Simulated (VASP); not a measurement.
# ZnCu (R-3m) in VASP: further runs

ZnCu is run at these levels: PBE; tasks: single point.

Program: VASP 6.6.1. These are calculated values, not measurements. Logs are shortened: lines on timing, memory, paths and dates and some standing lists are left out, and cuts for length are marked.

**1. The cell of the first run**

It takes space group R-3m (No. 166, trigonal). The conventional cell has a = 4.311 Å, b = 4.311 Å, c = 4.330 Å, α = 90.00°, β = 90.00°, γ = 120.00°. Within 2.9 Å of Zn (site symmetry -3m) lie 8 Cu at 2.17 to 2.59 Å and 6 Zn at 2.88 Å. Cu (site symmetry -3m) has 8 Zn at 2.17 to 2.59 Å and 6 Cu at 2.88 Å within 2.9 Å.

**2. Single point, PBE**

Input file INCAR:

```
SYSTEM = ZnCu
PREC = Accurate
ENCUT = 520
EDIFF = 1E-7
ISMEAR = 0
SIGMA = 0.15
LREAL = .False.
LASPH = .True.
NELM = 60
ALGO = Fast
ISIF = 2
LWAVE = .False.
LCHARG = .False.
GGA = PE
NBANDS = 18
```

Input file KPOINTS:

```
Automatic mesh
0
Gamma
  16 16 16
  0 0 0
```

Input file POSCAR:

```
ZnCu
1.0
    2.8655240193     -0.1827976920     -0.1827976920
   -0.1827976920      2.8655240193     -0.1827976920
   -0.1827976920     -0.1827976920      2.8655240193
Zn Cu
1 1
Direct
    0.5000000000      0.5000000000      0.5000000000
    0.0000000000      0.0000000000      0.0000000000
```

Potentials or basis: VASP PAW PBE potentials, release 64 (Zn, Cu).

Started as:

```
> cat potpaw_PBE.64/Zn/POTCAR potpaw_PBE.64/Cu/POTCAR > POTCAR
> mpirun -np 1 vasp_std > vasp.out
```

OUTCAR:

```text
SYSTEM = ZnCu
   PREC = Accurate
   ENCUT = 520
   EDIFF = 1E-7
   ISMEAR = 0
   LREAL = .False.
   LASPH = .True.
   NELM = 60
   ISIF = 2
   GGA = PE

 ion  position               nearest neighbor table
   1  0.500  0.500  0.500-   2 2.17   2 2.17   2 2.59   2 2.59   2 2.59   2 2.59   2 2.59   2 2.59

   2  0.000  0.000  0.000-   1 2.17   1 2.17   1 2.59   1 2.59   1 2.59   1 2.59   1 2.59   1 2.59

  LATTYP: Found a trigonal (rhomboedric) cell.
 ALAT       =     2.8771614306
 COS(alpha) =    -0.1225175483

  Lattice vectors:

 A1 = (   2.8655240193,  -0.1827976920,  -0.1827976920)
 A2 = (  -0.1827976920,   2.8655240193,  -0.1827976920)
 A3 = (  -0.1827976920,  -0.1827976920,   2.8655240193)

Analysis of symmetry for initial positions (statically):
=====================================================================
 Subroutine PRICEL returns:
 Original cell was already a primitive cell.

 Routine SETGRP: Setting up the symmetry group for a
 trigonal (rhombohedral) supercell.

 Subroutine GETGRP returns: Found 12 space group operations
 (whereof 12 operations were pure point group operations)
 out of a pool of 12 trial point group operations.

The static configuration has the point symmetry D_3d.

Analysis of symmetry for dynamics (positions and initial velocities):
=====================================================================
 Subroutine PRICEL returns:
 Original cell was already a primitive cell.

 Routine SETGRP: Setting up the symmetry group for a
 trigonal (rhombohedral) supercell.

 Subroutine GETGRP returns: Found 12 space group operations
 (whereof 12 operations were pure point group operations)
 out of a pool of 12 trial point group operations.

The dynamic configuration has the point symmetry D_3d.

 Subroutine INISYM returns: Found 12 space group operations
 (whereof 12 operations are pure point group operations),
 and found     1 'primitive' translations

----------------------------------------------------------------------------------------

                                     Primitive cell

  volume of cell :      23.2300

  direct lattice vectors                    reciprocal lattice vectors
     2.865524019 -0.182797692 -0.182797692     0.352036716  0.023987351  0.023987351
    -0.182797692  2.865524019 -0.182797692     0.023987351  0.352036716  0.023987351
    -0.182797692 -0.182797692  2.865524019     0.023987351  0.023987351  0.352036716

  length of vectors
     2.877161431  2.877161431  2.877161431     0.353667408  0.353667408  0.353667408

  position of ions in fractional coordinates (direct lattice)
     0.500000000  0.500000000  0.500000000
     0.000000000  0.000000000  0.000000000

  ion indices of the primitive-cell ions
   primitive index   ion index
                 1           1
                 2           2

----------------------------------------------------------------------------------------

 KPOINTS: Automatic mesh

Automatic generation of k-mesh.
 Grid dimensions read from file:
 generate k-points for:   16   16   16

 Generating k-lattice:

  Cartesian coordinates                     Fractional coordinates (reciprocal lattice)
     0.022002295  0.001499209  0.001499209     0.062500000  0.000000000  0.000000000
     0.001499209  0.022002295  0.001499209     0.000000000  0.062500000  0.000000000
     0.001499209  0.001499209  0.022002295     0.000000000  0.000000000  0.062500000

  Length of vectors
     0.022104213  0.022104213  0.022104213

  Shift w.r.t. Gamma in fractional coordinates (k-lattice)
     0.000000000  0.000000000  0.000000000

 Subroutine IBZKPT returns following result:
 ===========================================

 Found    417 irreducible k-points:

 Following reciprocal coordinates:
            Coordinates               Weight
  0.000000  0.000000  0.000000      1.000000
  0.062500  0.000000  0.000000      6.000000
  0.125000  0.000000  0.000000      6.000000
  0.187500  0.000000  0.000000      6.000000
  0.250000  0.000000  0.000000      6.000000
  0.312500  0.000000  0.000000      6.000000
[... 16 lines left out ...]
 -0.125000  0.062500 -0.000000     12.000000
 -0.062500  0.062500  0.000000      6.000000
 [... further k-points ...]
   k-points           NKPTS =    417   k-points in BZ     NKDIM =    417   number of bands    NBANDS=     18
   number of dos      NEDOS =    301   number of ions     NIONS =      2
   total plane-waves  NPLWV =  13824
   dimension x,y,z NGX =    24 NGY =   24 NGZ =   24
   dimension x,y,z NGXF=    48 NGYF=   48 NGZF=   48
   ions per type =               1   1
   NGX,Y,Z   is equivalent  to a cutoff of  13.87, 13.87, 13.87 a.u.
   NGXF,Y,Z  is equivalent  to a cutoff of  27.73, 27.73, 27.73 a.u.
 SYSTEM =  ZnCu
   PREC   = accura    normal or accurate (medium, high low for compatibility)
   ISTART =      0    job   : 0-new  1-cont  2-samecut
   ICHARG =      2    charge: 1-file 2-atom 10-const
   ISPIN  =      1    spin polarized calculation?
   LNONCOLLINEAR =      F non collinear calculations
   LSORBIT =      F    spin-orbit coupling
   LASPH  =      T    aspherical Exc in radial PAW
   ENCUT  =  520.0 eV  38.22 Ry    6.18 a.u.   5.35  5.35  5.35*2*pi/ulx,y,z
   NELM   =     60;   NELMIN=  2; NELMDL= -5     # of ELM steps
   EDIFF  = 0.1E-06   stopping-criterion for ELM
   LREAL  =      F    real-space projection
   EDIFFG = 0.1E-05   stopping-criterion for IOM
   NSW    =      0    number of steps for IOM
   IBRION =     -1    ionic relax: 0-MD 1-quasi-New 2-CG
   NFREE  =      0    steps in history (QN), initial steepest desc. (CG)
   ISIF   =      2    stress and relaxation
   ISYM   =      2    0-nonsym 1-usesym 2-fastsym
   POTIM  = 0.5000    time-step for ionic-motion
   TEBEG  =    0.0;   TEEND  =   0.0 temperature during run
   PSTRESS=    0.0 pullay stress
   NELECT =      23.0000    total number of electrons
   NUPDOWN=      -1.0000    fix difference up-down
   EMIN   =  10.00;   EMAX   =-10.00  energy-range for DOS
   EFERMI =   0.00;   METHOD = LEGACY
   ISMEAR =     0;   SIGMA  =   0.15  broadening in eV -4-tet -1-fermi 0-gaus
   EFERMI_NEDOS =   21; number of points for ismear=-14 and -15
   IALGO  =     68    algorithm
   IMIX   =      4    mixing-type and parameters
     AMIX     =   0.40;   BMIX     =  1.00
     AMIX_MAG =   1.60;   BMIX_MAG =  1.00
  volume/ion in A,a.u.               =      11.61        78.38
  Fermi-wavevector in a.u.,A,eV,Ry     =   1.631678  3.083424 36.223771  2.662372
  Thomas-Fermi vector in A             =   2.723774
   LORBIT       =      0    0 simple, 1 ext, 2 COOP (PROOUT), +10 PAW based schemes
   GGA     = PE    functional components
   LHFCALC =     F    Hartree Fock is set to
   AEXX    =    0.0000 exact exchange contribution
   IVDW    =     0    specifies the selected vdW correction
   LEPSILON=     F    determine dielectric tensor
   LRPA    =     F    only Hartree local field effects (RPA)
 non-spin polarized calculation
 RMM-DIIS sequential band-by-band and
 Gauss-broadening in eV      SIGMA  =   0.15
  energy-cutoff  :      520.00
  volume of cell :       23.23
 maximum number of plane-waves:       639
 NGX is ok and might be reduce to    24

 number of electron      23.0000023 magnetization

 Free energy of the ion-electron system (eV)
  ---------------------------------------------------
  ext. energy  EPLUGINS =         0.00000000
  ---------------------------------------------------
  free energy    TOTEN  =        -4.19681500 eV

  energy without entropy =       -4.18961134  energy(sigma->0) =       -4.19321317

 E-fermi :   6.6353     XC(G=0): -12.9149

 val. band max:        6.6344105613   @ k =  -0.4375   0.4375   0.3750
 cond. band min:       6.6433586376   @ k =  -0.3750   0.2500   0.0625
 fundamental gap:      0.0089480763
 Fermi energy:         6.6352781145

 k-point     1 :       0.0000    0.0000    0.0000
  band No.  band energies     occupation
      1      -4.6027      2.00000
      2      -1.7885      2.00000
      3      -1.7885      2.00000
      4      -1.3980      2.00000
      5      -0.8300      2.00000
      6      -0.8300      2.00000
[... 10 lines left out ...]
     17      20.8862      0.00000
     18      27.2897      0.00000

 k-point     2 :       0.0625    0.0000    0.0000
  band No.  band energies     occupation
      1      -4.5252      2.00000
      2      -1.7759      2.00000
      3      -1.7714      2.00000
      4      -1.3906      2.00000
      5      -0.8371      2.00000
      6      -0.8302      2.00000
[... 10 lines left out ...]
     17      21.2666      0.00000
     18      26.6761      0.00000

 k-point     3 :       0.1250    0.0000    0.0000
  band No.  band energies     occupation
      1      -4.2946      2.00000
      2      -1.7401      2.00000
      3      -1.7225      2.00000
      4      -1.3687      2.00000
      5      -0.8572      2.00000
      6      -0.8303      2.00000
[... 10 lines left out ...]
     17      22.6863      0.00000
     18      25.3525      0.00000

 k-point     4 :       0.1875    0.0000    0.0000
  band No.  band energies     occupation
      1      -3.9176      2.00000
      2      -1.6858      2.00000
      3      -1.6475      2.00000
      4      -1.3326      2.00000
      5      -0.8864      2.00000
      6      -0.8289      2.00000
[... 375 lines left out ...]
      4      -1.3705      2.00000
      5      -0.9070      2.00000
      6      -0.8319      2.00000
[... 10 lines left out ...]
     17      22.1578      0.00000
     18      23.8870      0.00000

 k-point    23 :      -0.1250    0.0625   -0.0000
  band No.  band energies     occupation
      1      -4.2704      2.00000
      2      -1.7439      2.00000
      3      -1.7067      2.00000
      4      -1.3973      2.00000
      5      -0.8738      2.00000
      6      -0.8320      2.00000
[... 10 lines left out ...]
     17      22.4917      0.00000
     18      23.6404      0.00000

 k-point    24 :      -0.0625    0.0625    0.0000
  band No.  band energies     occupation
      1      -4.4740      2.00000
      2      -1.7716      2.00000
      3      -1.7548      2.00000
      4      -1.4023      2.00000
      5      -0.8491      2.00000
      6      -0.8309      2.00000
[... 10 lines left out ...]
     17      21.3709      0.00000
     18      25.1946      0.00000

 [... further k-points ...]

------------------------ aborting loop because EDIFF is reached ----------------------------------------

  FORCE on cell =-STRESS in cart. coord.  units (eV):
  Direction    XX          YY          ZZ          XY          YZ          ZX
  --------------------------------------------------------------------------------------
  -------------------------------------------------------------------------------------
  Total        4.2488569      4.2488569      4.2488569      3.8725407      3.8725407      3.8725407
  in kB      293.0444370    293.0444370    293.0444370    267.0898347    267.0898347    267.0898347
  external PRESSURE =     293.0444370 kB  Pullay stress =       0.0000000 kB

 VOLUME and BASIS-vectors are now :
 -----------------------------------------------------------------------------
  energy-cutoff  :      520.00
  volume of cell :       23.23
      direct lattice vectors                 reciprocal lattice vectors
     2.865524019 -0.182797692 -0.182797692     0.352036716  0.023987351  0.023987351
    -0.182797692  2.865524019 -0.182797692     0.023987351  0.352036716  0.023987351
    -0.182797692 -0.182797692  2.865524019     0.023987351  0.023987351  0.352036716

 POSITION                                       TOTAL-FORCE (eV/Angst)
 -----------------------------------------------------------------------------------
      1.24996      1.24996      1.24996         0.000000      0.000000      0.000000
      0.00000      0.00000      0.00000        -0.000000     -0.000000      0.000000
 -----------------------------------------------------------------------------------
    total drift:                                0.000000      0.000000     -0.000000

  FREE ENERGIE OF THE ION-ELECTRON SYSTEM (eV)
  ---------------------------------------------------
  free  energy   TOTEN  =        -4.1968150048 eV

  energy  without entropy=       -4.1896113357  energy(sigma->0) =       -4.19321317
```

It took 1.9 min on 1 thread of Intel Xeon 6975P-C, shared host; peak memory 0.29 GiB.

Results:

| Property | Result |
| --- | --- |
| Free energy | -4.1968 eV |
| Pressure | 29.3 GPa |

**3. Single point, PBE**

This run uses another cell than the first one, of the same volume but with other edges.

Input file INCAR:

```
SYSTEM = ZnCu
PREC = Accurate ; ENCUT = 520
EDIFF = 1E-6 ; ISMEAR = 0
SIGMA = 0.15 ; LREAL = .FALSE.
LASPH = .TRUE. ; NELM = 100
ALGO = Fast ; ISIF = 2
LWAVE = .FALSE. ; LCHARG = .FALSE.
GGA = PE ; NBANDS = 18
```

Input file KPOINTS:

```
Automatic mesh
0
G
  16 16 16
  0 0 0
```

Input file POSCAR:

```
ZnCu
1.0
    2.9741953898      0.6342745439      0.6342745439
    0.6342745439      2.9741953898      0.6342745439
    0.6342745439      0.6342745439      2.9741953898
Zn Cu
1 1
Direct
    0.5000000000      0.5000000000      0.5000000000
    0.0000000000      0.0000000000      0.0000000000
```

Potentials or basis: VASP PAW PBE potentials, release 64 (Zn, Cu).

Started as:

```
> cat potpaw_PBE.64/Zn/POTCAR potpaw_PBE.64/Cu/POTCAR > POTCAR
> mpirun -np 1 vasp_std > vasp.out
```

It took 1.9 min on 1 thread of Intel Xeon 6975P-C, shared host; peak memory 0.29 GiB.

Results (log left out):

```yaml
Free_energy: -3.5300 eV
Pressure: 42.4 GPa
```

Stress tensor (GPa, compression positive):
```
42.39 -3.73 -3.73
-3.73 42.39 -3.73
-3.73 -3.73 42.39
```

Levels at points of the mesh, in eV from the Fermi level:
```
           k point  band 7  band 8  band 9  band 10  band 11  band 12  band 13  band 14  band 15  band 16
(0.00, 0.00, 0.00)   -3.98   -3.98   -3.85    -3.45    -3.45     8.01     8.01     9.87    13.56    13.79
(0.50, 0.00, 0.00)   -5.32   -4.79   -4.53    -3.96    -3.80    -2.76     9.88     9.96    10.39    10.62
(0.50, 0.50, 0.00)   -4.17   -4.00   -3.68    -3.67    -3.37    -0.11     1.43     3.39     7.09     9.31
(0.50, 0.50, 0.50)   -4.85   -4.85   -4.22    -3.75    -3.75    -2.08     8.82     8.82     8.93     8.93
```
